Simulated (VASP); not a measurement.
Crystal: Ni.

```
CELL_PARAMETERS angstrom
2.13509 0.00000 0.00000
-1.06755 1.84904 0.00000
0.00000 0.00000 3.50637
ATOMIC_POSITIONS crystal
Ni 0.33333 0.66667 0.25000
Ni 0.66667 0.33333 0.75000
```

Base run:

```yaml
Program: VASP 6.6.1
Functional: LDA
Potentials_or_basis: VASP PAW LDA potentials, release 64 (Ni_sv_GW)
Cutoff: 590 eV
k_mesh: 20 × 20 × 11
Occupations: fermi-dirac, width 0.1 eV
Spin: collinear spin, ferromagnetic start
Starting_moments: "[1.0, 1.0] μB"
```

Its results: pressure 227.1 GPa; net moment 0.77 μB per cell; site moments Ni +0.39 μB.

Q: The run is repeated on the same cell with these changes: potentials or basis from VASP PAW LDA potentials, release 64 (Ni_sv_GW) to VASP PAW LDA potentials, release 64 (Ni); cutoff from 590 eV to 520 eV; further incar settings from ALGO = Normal; EDIFF = 1e-06; NBANDS = 29 to ALGO = Normal; EDIFF = 1e-07; NBANDS = 21; valence electrons from 36 to 20. What comes out?

A: Pressure 230.2 GPa; net moment 0.75 μB per cell; site moments Ni +0.36 μB.
